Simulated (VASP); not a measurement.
## Ta2F: single point with PBE

Crystal: Ta2F.

```xyz
3
Lattice="2.9298 0.0000 0.0000 -1.4649 2.5372 0.0000 0.0000 0.0000 4.9693" Properties=species:S:1:pos:R:3 pbc="T T T"
Ta    0.0000    1.6915    3.7625
Ta    1.4649    0.8457    1.2068
F     0.0000    0.0000    0.0000
```

```
Program             : VASP 6.6.1
Task                : single point
Functional          : PBE
Potentials or basis : VASP PAW PBE potentials, release 64 (Ta_pv, F)
Cutoff              : 520 eV
k mesh              : 6 × 6 × 4
Occupations         : gaussian, width 0.1 eV
Spin                : collinear spin, ferromagnetic start
Starting moments    : [1.0, 1.0, 0.0] μB
```

| Quantity | Value |
| --- | --- |
| Pressure | 62.9 GPa |
| Largest force | 6.454 eV/Å |
| Net moment | 0.00 μB per cell |
| Valence electrons inside the program's atomic spheres | Ta 9.10; F 6.25 |

Forces in eV/Å, atoms in the order of the input:
```
Ta   0.000  0.000 -6.454
Ta   0.000  0.000  6.454
F    0.000  0.000  0.000
```

Stress tensor (GPa, compression positive):
```
67.40  0.00  0.00
 0.00 67.40  0.00
 0.00  0.00 54.02
```

Levels at points of the mesh, in eV from the Fermi level:
Spin up:
```csv
k point,band 10,band 11,band 12,band 13,band 14,band 15,band 16,band 17,band 18,band 19
"(0.00, 0.00, 0.00)",-12.74,-6.90,-3.26,-1.87,-0.71,-0.71,0.61,0.61,0.71,0.71
"(0.50, 0.00, 0.00)",-12.80,-5.42,-2.78,-2.64,-0.30,1.27,1.69,2.05,4.07,5.07
"(0.00, 0.00, 0.50)",-12.77,-4.81,-4.52,-1.33,-1.27,-1.27,-1.02,1.24,1.24,2.08
"(0.50, 0.00, 0.50)",-12.75,-4.57,-3.30,-2.83,-1.87,1.44,2.23,3.00,4.20,4.57
```
Spin down:
```csv
k point,band 12,band 13,band 14,band 15,band 16,band 17
"(0.00, 0.00, 0.00)",-3.26,-1.87,-0.71,-0.71,0.61,0.61
"(0.50, 0.00, 0.00)",-2.78,-2.64,-0.30,1.27,1.69,2.05
"(0.00, 0.00, 0.50)",-4.52,-1.33,-1.27,-1.27,-1.01,1.24
"(0.50, 0.00, 0.50)",-3.30,-2.83,-1.87,1.44,2.23,3.00
```

Run time: 68 s on 1 thread of Intel(R) Xeon(R) Platinum 8375C CPU @ 2.90GHz (Ice Lake) (shared host), peak memory 0.19 GiB.

Caveat: the k points lie up to 0.41 Å⁻¹ apart; spin-orbit coupling is left out, which moves the levels of the heavy elements; forces of over 1 eV/Å act on the atoms, so gaps and moduli don't describe the material at rest.
